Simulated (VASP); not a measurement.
Here is a VASP 6.6.1 calculation.

INCAR

```
SYSTEM = InSb
PREC = Accurate
ENCUT = 520
EDIFF = 1E-6
ISMEAR = -1
SIGMA = 0.05
LREAL = .FALSE.
LASPH = .TRUE.
NELM = 100
ALGO = Normal
ISIF = 2
LWAVE = .FALSE.
LCHARG = .FALSE.
GGA = PE
IBRION = 2
NSW = 80
EDIFFG = -0.02
```

File KPOINTS:

```
regular mesh
0
G
  12 12 12
  0 0 0
```

Contents of POSCAR:

```
InSb
1.0
    0.0000000000      3.2391000000      3.2714910000
    3.2391000000      0.0000000000      3.2714910000
    3.2391000000      3.2391000000      0.0000000000
In Sb
1 1
Direct
    0.0000000000      0.0000000000      0.0000000000
    0.7500000000      0.7500000000      0.7500000000
```

Potentials or basis: VASP PAW PBE potentials, release 64 (In_d, Sb).

The run is started by

```sh
$ cat potpaw_PBE.64/In_d/POTCAR potpaw_PBE.64/Sb/POTCAR > POTCAR
$ mpirun -np 1 vasp_std > vasp.out
```

**Question.** Predict the band gap on the k mesh.

**Answer.** Zero (filled and empty bands touch).

Final structure:
```
In Sb
1.0
     0.00000    3.23910    3.27149
     3.23910    0.00000    3.27149
     3.23910    3.23910    0.00000
In Sb
1 1
Direct
  0.00000 0.00000 0.00000
  0.75000 0.75000 0.75000
```

Caveat: the cell differs from its parent crystal (z stretched by +1 %); semilocal functionals underestimate gaps, and a narrow one can read as zero; spin-orbit coupling is left out, which moves the levels of the heavy elements.
